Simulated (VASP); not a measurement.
# Cu (Fm-3m) in VASP: a series of runs

Runs on Cu. Level: PBEsol. Tasks: single point.

All numbers are computed with VASP 6.6.1; they aren't measurements. Logs are shortened: lines on timing, memory, paths and dates and some standing lists are left out, and cuts for length are marked.

## (1) The cell of the first run

It takes space group Fm-3m (No. 225, cubic). Conventional cell: a = 3.563 Å, b = 3.563 Å, c = 3.563 Å, α = 90.00°, β = 90.00°, γ = 90.00°. Cu (site symmetry m-3m) has 12 Cu at 2.52 Å within 3.3 Å.

## (2) Single point, PBEsol

INCAR reads:

```
SYSTEM = Cu
PREC = Accurate
ENCUT = 520
EDIFF = 1E-6
ISMEAR = 0
SIGMA = 0.15
LREAL = .False.
LASPH = .True.
NELM = 80
ALGO = Normal
ISIF = 2
LWAVE = .False.
LCHARG = .False.
GGA = PS
NBANDS = 18
```

KPOINTS reads:

```
regular mesh
0
Gamma
  14 14 10
  0 0 0
```

POSCAR reads:

```
Cu
1.0
    0.0000000000     -1.7816860089     -1.7816860089
    0.0000000000      1.7816860089     -1.7816860089
    3.5633720178      0.0000000000      0.0000000000
Cu
2
Direct
    0.5000000000      0.5000000000      0.5000000000
    0.0000000000      0.0000000000      0.0000000000
```

Potentials or basis: VASP PAW PBE potentials, release 64 (Cu).

Launch:

```sh
> cat potpaw_PBE.64/Cu/POTCAR > POTCAR
> mpirun -np 1 vasp_std > vasp.out
```

OUTCAR:

```text
SYSTEM = Cu
   PREC = Accurate
   ENCUT = 520
   EDIFF = 1E-6
   ISMEAR = 0
   LREAL = .False.
   LASPH = .True.
   NELM = 80
   ISIF = 2
   GGA = PS

 ion  position               nearest neighbor table
   1  0.500  0.500  0.500-   2 2.52   2 2.52   2 2.52   2 2.52   2 2.52   2 2.52   2 2.52   2 2.52

   2  0.000  0.000  0.000-   1 2.52   1 2.52   1 2.52   1 2.52   1 2.52   1 2.52   1 2.52   1 2.52

  LATTYP: Found a simple tetragonal cell.
 ALAT       =     2.5196845177
 C/A-ratio  =     1.4142135624

  Lattice vectors:

 A1 = (   0.0000000000,  -1.7816860089,  -1.7816860089)
 A2 = (   0.0000000000,   1.7816860089,  -1.7816860089)
 A3 = (   3.5633720178,   0.0000000000,   0.0000000000)

Analysis of symmetry for initial positions (statically):
=====================================================================
 Subroutine PRICEL returns following result:

  LATTYP: Found a face centered cubic cell.
 ALAT       =     3.5633720178

  Lattice vectors:

 A1 = (  -1.7816860089,   0.0000000000,   1.7816860089)
 A2 = (  -1.7816860089,  -1.7816860089,   0.0000000000)
 A3 = (   0.0000000000,  -1.7816860089,   1.7816860089)

   2 primitive cells build up your supercell.

 Routine SETGRP: Setting up the symmetry group for a
 simple tetragonal supercell.

 Subroutine GETGRP returns: Found 16 space group operations
 (whereof 16 operations were pure point group operations)
 out of a pool of 16 trial point group operations.

The static configuration has the point symmetry D_4h.

Analysis of symmetry for dynamics (positions and initial velocities):
=====================================================================
 Subroutine PRICEL returns following result:

  LATTYP: Found a face centered cubic cell.
 ALAT       =     3.5633720178

  Lattice vectors:

 A1 = (  -1.7816860089,   0.0000000000,   1.7816860089)
 A2 = (  -1.7816860089,  -1.7816860089,   0.0000000000)
 A3 = (   0.0000000000,  -1.7816860089,   1.7816860089)

   2 primitive cells build up your supercell.

 Routine SETGRP: Setting up the symmetry group for a
 simple tetragonal supercell.

 Subroutine GETGRP returns: Found 16 space group operations
 (whereof 16 operations were pure point group operations)
 out of a pool of 16 trial point group operations.

The dynamic configuration has the point symmetry D_4h.

 Subroutine INISYM returns: Found 16 space group operations
 (whereof 16 operations are pure point group operations),
 and found     2 'primitive' translations

----------------------------------------------------------------------------------------

                                     Primitive cell

  volume of cell :      11.3116

  direct lattice vectors                    reciprocal lattice vectors
    -1.781686009  0.000000000  1.781686009    -0.280633062  0.280633062  0.280633062
    -1.781686009 -1.781686009  0.000000000    -0.280633062 -0.280633062 -0.280633062
     0.000000000 -1.781686009  1.781686009     0.280633062 -0.280633062  0.280633062

  length of vectors
     2.519684518  2.519684518  2.519684518     0.486070721  0.486070721  0.486070721

  position of ions in fractional coordinates (direct lattice)
     0.000000000  0.000000000  0.000000000

  ion indices of the primitive-cell ions
   primitive index   ion index
                 1           1

----------------------------------------------------------------------------------------

 KPOINTS: regular mesh

Automatic generation of k-mesh.
 Grid dimensions read from file:
 generate k-points for:   14   14   10

 Generating k-lattice:

  Cartesian coordinates                     Fractional coordinates (reciprocal lattice)
     0.000000000 -0.020045219 -0.020045219     0.071428571  0.000000000  0.000000000
     0.000000000  0.020045219 -0.020045219     0.000000000  0.071428571  0.000000000
     0.028063306  0.000000000  0.000000000     0.000000000  0.000000000  0.100000000

  Length of vectors
     0.028348220  0.028348220  0.028063306

  Shift w.r.t. Gamma in fractional coordinates (k-lattice)
     0.000000000  0.000000000  0.000000000

 Subroutine IBZKPT returns following result:
 ===========================================

 Found    216 irreducible k-points:

 Following reciprocal coordinates:
            Coordinates               Weight
  0.000000  0.000000  0.000000      1.000000
  0.071429  0.000000  0.000000      4.000000
  0.142857  0.000000  0.000000      4.000000
  0.214286  0.000000  0.000000      4.000000
  0.285714  0.000000  0.000000      4.000000
  0.357143  0.000000  0.000000      4.000000
[... 16 lines left out ...]
  0.285714  0.214286  0.000000      8.000000
  0.357143  0.214286  0.000000      8.000000
 [... further k-points ...]
   k-points           NKPTS =    216   k-points in BZ     NKDIM =    216   number of bands    NBANDS=     18
   number of dos      NEDOS =    301   number of ions     NIONS =      2
   total plane-waves  NPLWV =  11200
   dimension x,y,z NGX =    20 NGY =   20 NGZ =   28
   dimension x,y,z NGXF=    40 NGYF=   40 NGZF=   56
   ions per type =               2
   NGX,Y,Z   is equivalent  to a cutoff of  13.20, 13.20, 13.06 a.u.
   NGXF,Y,Z  is equivalent  to a cutoff of  26.39, 26.39, 26.13 a.u.
 SYSTEM =  Cu
   PREC   = accura    normal or accurate (medium, high low for compatibility)
   ISTART =      0    job   : 0-new  1-cont  2-samecut
   ICHARG =      2    charge: 1-file 2-atom 10-const
   ISPIN  =      1    spin polarized calculation?
   LNONCOLLINEAR =      F non collinear calculations
   LSORBIT =      F    spin-orbit coupling
   LASPH  =      T    aspherical Exc in radial PAW
   ENCUT  =  520.0 eV  38.22 Ry    6.18 a.u.   4.68  4.68  6.63*2*pi/ulx,y,z
   NELM   =     80;   NELMIN=  2; NELMDL= -5     # of ELM steps
   EDIFF  = 0.1E-05   stopping-criterion for ELM
   LREAL  =      F    real-space projection
   EDIFFG = 0.1E-04   stopping-criterion for IOM
   NSW    =      0    number of steps for IOM
   IBRION =     -1    ionic relax: 0-MD 1-quasi-New 2-CG
   NFREE  =      0    steps in history (QN), initial steepest desc. (CG)
   ISIF   =      2    stress and relaxation
   ISYM   =      2    0-nonsym 1-usesym 2-fastsym
   POTIM  = 0.5000    time-step for ionic-motion
   TEBEG  =    0.0;   TEEND  =   0.0 temperature during run
   PSTRESS=    0.0 pullay stress
   NELECT =      22.0000    total number of electrons
   NUPDOWN=      -1.0000    fix difference up-down
   EMIN   =  10.00;   EMAX   =-10.00  energy-range for DOS
   EFERMI =   0.00;   METHOD = LEGACY
   ISMEAR =     0;   SIGMA  =   0.15  broadening in eV -4-tet -1-fermi 0-gaus
   EFERMI_NEDOS =   21; number of points for ismear=-14 and -15
   IALGO  =     38    algorithm
   IMIX   =      4    mixing-type and parameters
     AMIX     =   0.40;   BMIX     =  1.00
     AMIX_MAG =   1.60;   BMIX_MAG =  1.00
  volume/ion in A,a.u.               =      11.31        76.33
  Fermi-wavevector in a.u.,A,eV,Ry     =   1.621927  3.064997 35.792115  2.630646
  Thomas-Fermi vector in A             =   2.715623
   LORBIT       =      0    0 simple, 1 ext, 2 COOP (PROOUT), +10 PAW based schemes
   GGA     = PS    functional components
   LHFCALC =     F    Hartree Fock is set to
   AEXX    =    0.0000 exact exchange contribution
   IVDW    =     0    specifies the selected vdW correction
   LEPSILON=     F    determine dielectric tensor
   LRPA    =     F    only Hartree local field effects (RPA)
 non-spin polarized calculation
 Gauss-broadening in eV      SIGMA  =   0.15
  energy-cutoff  :      520.00
  volume of cell :       22.62
 maximum number of plane-waves:       629
 NGX is ok and might be reduce to    20
   NGX =  9   NGY =  9   NGZ = 13

 number of electron      21.9999986 magnetization

 Free energy of the ion-electron system (eV)
  ---------------------------------------------------
  ext. energy  EPLUGINS =         0.00000000
  ---------------------------------------------------
  free energy    TOTEN  =        -8.62036319 eV

  energy without entropy =       -8.61390322  energy(sigma->0) =       -8.61713321

 E-fermi :   7.9538     XC(G=0): -13.1617

 val. band max:        7.9398815171   @ k =   0.2857   0.1429   0.4000
 cond. band min:       7.9781504604   @ k =   0.0714   0.0714   0.2000
 fundamental gap:      0.0382689434
 Fermi energy:         7.9538456240

 k-point     1 :       0.0000    0.0000    0.0000
  band No.  band energies     occupation
      1      -1.7781      2.00000
      2       2.7991      2.00000
      3       3.2869      2.00000
      4       4.7824      2.00000
      5       4.7824      2.00000
      6       4.7832      2.00000
[... 10 lines left out ...]
     17      28.9097      0.00000
     18      30.8732      0.00000

 k-point     2 :       0.0714    0.0000    0.0000
  band No.  band energies     occupation
      1      -1.6502      2.00000
      2       2.8601      2.00000
      3       3.3235      2.00000
      4       4.7510      2.00000
      5       4.8056      2.00000
      6       4.8135      2.00000
[... 10 lines left out ...]
     17      29.8182      0.00000
     18      30.3072      0.00000

 k-point     3 :       0.1429    0.0000    0.0000
  band No.  band energies     occupation
      1      -1.2711      2.00000
      2       3.0309      2.00000
      3       3.4279      2.00000
      4       4.6636      2.00000
      5       4.8739      2.00000
      6       4.8887      2.00000
[... 10 lines left out ...]
     17      28.4687      0.00000
     18      29.5858      0.00000

 k-point     4 :       0.2143    0.0000    0.0000
  band No.  band energies     occupation
      1      -0.6559      2.00000
      2       3.2780      2.00000
      3       3.5801      2.00000
      4       4.5395      2.00000
      5       4.9581      2.00000
      6       4.9828      2.00000
[... 10 lines left out ...]
     17      27.0673      0.00000
     18      27.5447      0.00000

 k-point     5 :       0.2857    0.0000    0.0000
  band No.  band energies     occupation
      1       0.1651      2.00000
      2       3.5501      2.00000
      3       3.7418      2.00000
      4       4.4056      2.00000
      5       4.8534      2.00000
      6       4.9546      2.00000
[... 10 lines left out ...]
     17      24.7213      0.00000
     18      27.9422      0.00000

 k-point     6 :       0.3571    0.0000    0.0000
  band No.  band energies     occupation
      1       1.1346      2.00000
      2       3.7046      2.00000
      3       3.9312      2.00000
      4       4.2920      2.00000
      5       4.5414      2.00000
      6       4.8573      2.00000
[... 10 lines left out ...]
     17      25.5135      0.00000
     18      28.4715      0.00000

 k-point     7 :       0.4286    0.0000    0.0000
  band No.  band energies     occupation
      1       2.1431      2.00000
      2       3.5397      2.00000
      3       4.1986      2.00000
      4       4.2274      2.00000
      5       4.3370      2.00000
      6       4.6855      2.00000
[... 10 lines left out ...]
     17      27.1526      0.00000
     18      29.1851      0.00000

 k-point     8 :       0.5000    0.0000    0.0000
  band No.  band energies     occupation
      1       3.0069      2.00000
      2       3.0069      2.00000
      3       4.2362      2.00000
      4       4.2362      2.00000
      5       4.4597      2.00000
      6       4.4597      2.00000
[... 10 lines left out ...]
     17      28.9854      0.00000
     18      28.9854      0.00000
[... 229 lines left out ...]
     17      22.8480      0.00000
     18      27.5081      0.00000

 k-point    20 :       0.4286    0.1429    0.0000
  band No.  band energies     occupation
      1       2.4175      2.00000
      2       3.6173      2.00000
      3       4.0010      2.00000
      4       4.0776      2.00000
      5       4.2112      2.00000
      6       4.6347      2.00000
[... 10 lines left out ...]
     17      22.4179      0.00000
     18      25.6576      0.00000

 k-point    21 :       0.5000    0.1429    0.0000
  band No.  band energies     occupation
      1       3.1555      2.00000
      2       3.1555      2.00000
      3       3.9971      2.00000
      4       3.9971      2.00000
      5       4.4254      2.00000
      6       4.4254      2.00000
[... 10 lines left out ...]
     17      23.9467      0.00000
     18      23.9467      0.00000

 k-point    22 :       0.2143    0.2143    0.0000
  band No.  band energies     occupation
      1       0.3872      2.00000
      2       3.5296      2.00000
      3       3.9755      2.00000
      4       4.1783      2.00000
      5       4.5278      2.00000
      6       5.2097      2.00000
[... 10 lines left out ...]
     17      26.6097      0.00000
     18      27.7596      0.00000

 k-point    23 :       0.2857    0.2143    0.0000
  band No.  band energies     occupation
      1       1.1135      2.00000
      2       3.6050      2.00000
      3       4.0183      2.00000
      4       4.2058      2.00000
      5       4.2333      2.00000
      6       5.0947      2.00000
[... 10 lines left out ...]
     17      24.9547      0.00000
     18      26.8812      0.00000

 k-point    24 :       0.3571    0.2143    0.0000
  band No.  band energies     occupation
      1       1.9066      2.00000
      2       3.5981      2.00000
      3       3.8860      2.00000
      4       4.0031      2.00000
      5       4.3976      2.00000
      6       4.9689      2.00000
[... 10 lines left out ...]
     17      23.0470      0.00000
     18      25.0516      0.00000

 [... further k-points ...]
[... 5 lines left out ...]
  --------------------------------------------------------------------------------------
  -------------------------------------------------------------------------------------
  Total        0.0809693      0.1090172      0.1090172      0.0000000      0.0000000     -0.0000000
  in kB        5.7342621      7.7206202      7.7206202      0.0000000      0.0000000     -0.0000000
  external PRESSURE =       7.0585008 kB  Pullay stress =       0.0000000 kB

 VOLUME and BASIS-vectors are now :
 -----------------------------------------------------------------------------
  energy-cutoff  :      520.00
  volume of cell :       22.62
      direct lattice vectors                 reciprocal lattice vectors
     0.000000000 -1.781686009 -1.781686009     0.000000000 -0.280633062 -0.280633062
     0.000000000  1.781686009 -1.781686009     0.000000000  0.280633062 -0.280633062
     3.563372018  0.000000000  0.000000000     0.280633062  0.000000000  0.000000000

 POSITION                                       TOTAL-FORCE (eV/Angst)
 -----------------------------------------------------------------------------------
      1.78169      0.00000     -1.78169         0.000000     -0.000000     -0.000000
      0.00000      0.00000      0.00000        -0.000000      0.000000      0.000000
 -----------------------------------------------------------------------------------
    total drift:                                0.000000      0.000000     -0.000000

  FREE ENERGIE OF THE ION-ELECTRON SYSTEM (eV)
  ---------------------------------------------------
  free  energy   TOTEN  =        -8.6203631948 eV

  energy  without entropy=       -8.6139032220  energy(sigma->0) =       -8.61713321
```

It took 57 s on 1 thread of AMD EPYC 7R43 (Zen 3), shared host; peak memory 0.15 GiB.

What came out:

```yaml
Free_energy: -8.6204 eV
Pressure: 0.7 GPa
Band_gap_on_the_k_mesh: zero (band 11 reaches 14.28 eV, above the bottom of band 12 at 5.96 eV)
```

Caveat: the PAW data sets were made with another functional, which shifts forces and pressure a little.

[end of part 1 of 2]
